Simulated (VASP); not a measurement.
Input of a VASP 6.6.1 run:

File INCAR:

```
PREC = Accurate ; ENCUT = 600
EDIFF = 1E-6 ; ISMEAR = 0
SIGMA = 0.1 ; LREAL = False
LASPH = True ; NELM = 100
ALGO = Normal ; ISIF = 3
LWAVE = False ; LCHARG = False
GGA = PE ; IBRION = 2
NSW = 100 ; EDIFFG = -0.01
```

The input KPOINTS:

```
Automatic mesh
0
Gamma
  12 12 6
```

Contents of POSCAR:

```
La2O
1.0
    4.0727430052      0.0000000000      0.0000000000
   -2.0363715026      3.5270989056      0.0000000000
    0.0000000000      0.0000000000      5.7435730460
La O
2 1
Direct
    0.6666666667      0.3333333333      0.0000000000
    0.3333333333      0.6666666667      0.5000000000
    0.6666666667      0.3333333333      0.5000000000
```

Potentials or basis: VASP PAW PBE potentials, release 64 (La, O).

Command:

```bash
$ cat potpaw_PBE.64/La/POTCAR potpaw_PBE.64/O/POTCAR > POTCAR
$ mpirun -np 1 vasp_std > vasp.out
```

(1) Predict the relaxed cell.

(2) Predict the space group after relaxing (to 0.1 Å).

(3) Predict the band gap on the k mesh.

Results:

(1) a = 4.061 Å, b = 4.061 Å, c = 5.757 Å, α = 90.00°, β = 90.00°, γ = 120.00°.

(2) P-6m2 (No. 187).

(3) zero (bands 14 and 15 overlap by 0.93 eV).

Caveat: spin-orbit coupling is left out, which moves the levels of the heavy elements.
